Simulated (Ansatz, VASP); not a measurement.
# Two plane-wave programs on Bi2Te2Se

```
Bi Te Se
1.0
     2.14402    1.23785    9.95959
    -2.14402    1.23785    9.95959
     0.00000   -2.47570    9.95959
Bi Te Se
2 2 1
Direct
  0.60563 0.60563 0.60563
  0.39437 0.39437 0.39437
  0.21318 0.21318 0.21318
  0.78682 0.78682 0.78682
  0.00000 0.00000 0.00000
```

Alike in both runs: functional PBEsol; k mesh 12 × 12 × 12; occupations gaussian, width 0.1 eV; no spin polarisation.

Ansatz relaxed the structure, and its values are those at the end. VASP's run is a single point on that final structure, the one shown.

|  | VASP | Ansatz |
| --- | --- | --- |
| version | VASP 6.6.1 | Ansatz 0.2.0 |
| potentials or method | VASP PAW PBE potentials, release 64 (Bi_d, Te, Se), cutoff 520 eV | scalar-relativistic, plane waves, PAW |
| valence electrons in the cell | 48 | 78 |

VASP gave:

```
gap on the k mesh at the Fermi level (eV) : 0.02
least direct gap on the mesh (eV)         : 0.02
pressure (GPa)                            : 0.0
rms of the force components (eV/Å)        : 0.009
```

Estimate Ansatz's values.

gap on the k mesh at the Fermi level (eV): 0.03; least direct gap on the mesh (eV): 0.03; pressure (GPa): 0.0; rms of the force components (eV/Å): 0.000.

VASP's potentials were made for PBE, not for PBEsol. The functional is the same, so the differences come from potentials, cutoffs and numerics. VASP's potentials hold 48 valence electrons a cell and Ansatz's 78, so a difference there can come from the potentials and not from the codes.

Spin-orbit coupling is off throughout.
